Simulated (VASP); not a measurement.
The system is NaF.

```xyz
12
Lattice="6.0429 0.0000 0.0000 0.0000 6.0429 0.0000 0.0000 0.0000 6.0429" Properties=species:S:1:pos:R:3 pbc="T T T"
Na    4.5322    3.0215    0.0000
Na    3.0215    0.0000    4.5322
Na    0.0000    4.5322    3.0215
Na    0.0000    1.5107    3.0215
Na    1.5107    3.0215    0.0000
Na    3.0215    0.0000    1.5107
F     3.0215    4.5322    0.0000
F     4.5322    0.0000    3.0215
F     0.0000    3.0215    4.5322
F     1.5107    0.0000    3.0215
F     0.0000    3.0215    1.5107
F     3.0215    1.5107    0.0000
```

The cell was generated, and may not be a known phase.

```yaml
Program: VASP 6.6.1
Task: relaxation of cell and atoms
Functional: PBE
Potentials_or_basis: VASP PAW PBE potentials, release 64 (Na_pv, F)
Cutoff: 600 eV
k_mesh: 4 × 4 × 4
Occupations: gaussian, width 0.1 eV
Spin: no spin polarisation
```

At the start: pressure 4.6 GPa; volume 18.39 Å³/atom.

Problem. How do energy, volume and symmetry change on relaxing?

Solution. Over 4 steps the energy falls by 32.0 meV/atom and the volume is 20.95 Å³/atom (+13.9 %); space group Pm-3n (No. 223, to 0.1 Å) before and after.

Step by step:
```
step  energy change (eV)  largest force (eV/Å)  pressure (GPa)  volume (Å³)
   1              0.0000                0.0000            4.55       220.67
   2             -0.3195                0.0000            1.62       237.79
   3             -0.3795                0.0000           -0.41       255.20
   4             -0.3845                0.0000           -0.04       251.45
```

Final structure:
```xyz
12
Lattice="6.3117 0.0000 0.0000 0.0000 6.3117 0.0000 0.0000 0.0000 6.3117" Properties=species:S:1:pos:R:3 pbc="T T T"
Na    4.7338    3.1559    0.0000
Na    3.1559    0.0000    4.7338
Na    0.0000    4.7338    3.1559
Na    0.0000    1.5779    3.1559
Na    1.5779    3.1559    0.0000
Na    3.1559    0.0000    1.5779
F     3.1559    4.7338    0.0000
F     4.7338    0.0000    3.1559
F     0.0000    3.1559    4.7338
F     1.5779    0.0000    3.1559
F     0.0000    3.1559    1.5779
F     3.1559    1.5779    0.0000
```
